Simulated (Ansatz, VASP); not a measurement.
## Ba in VASP and in Ansatz

INCAR

```
SYSTEM = Ba
  PREC = Accurate
  ENCUT = 520
  EDIFF = 1E-6
  ISMEAR = -5
  SIGMA = 0.05
  LREAL = .FALSE.
  LASPH = .TRUE.
  NELM = 60
  ALGO = Fast
  ISIF = 2
  LWAVE = .FALSE.
  LCHARG = .FALSE.
  GGA = PE
  NBANDS = 11
```

Contents of KPOINTS:

```
Automatic mesh
0
G
  8 8 8
  0 0 0
```

The input POSCAR:

```
Ba
1.0
   -2.4221483429      2.4221483429      2.4221483429
    2.4221483429     -2.4221483429      2.4221483429
    2.4221483429      2.4221483429     -2.4221483429
Ba
1
Direct
    0.0000000000      0.0000000000      0.0000000000
```

File input.yaml:

```yaml
crystal:
  lattice:
    - [-2.4221483429, 2.4221483429, 2.4221483429]
    - [2.4221483429, -2.4221483429, 2.4221483429]
    - [2.4221483429, 2.4221483429, -2.4221483429]
  atoms:
    - { symbol: Ba, position: [0.0, 0.0, 0.0] }
kpoints:
  mp_grid: { grid: [8, 8, 8] }
scf:
  occupations: { method: tetrahedron }
hamiltonian:
  xc: pbe
  pseudopotentials: { kind: all_electron, lapw: { basis_error: 0.001 } }
output:
  forces: true
  stress: true
  eigenvalues: true
```

Change from the starting cell: volume scaled by 0.94.

Alike in both runs: task single point; functional PBE; k mesh 8 × 8 × 8; occupations tetrahedron; no spin polarisation.

```csv
,VASP,Ansatz
version,VASP 6.6.1,Ansatz 0.2.0
potentials or method,"VASP PAW PBE potentials, release 64 (Ba_sv), cutoff 520 eV","all-electron LAPW, scalar-relativistic"
```

```tsv
	VASP	Ansatz	Ansatz less VASP
gap on the k mesh at the Fermi level (eV)	none	none	-
pressure (GPa)	1.2	1.1	-0.07
```

A gap of «none» marks a metal or a gap that the smearing closes. Ansatz ran all-electron here, and VASP with PAW potentials.

Spin-orbit coupling is off throughout.
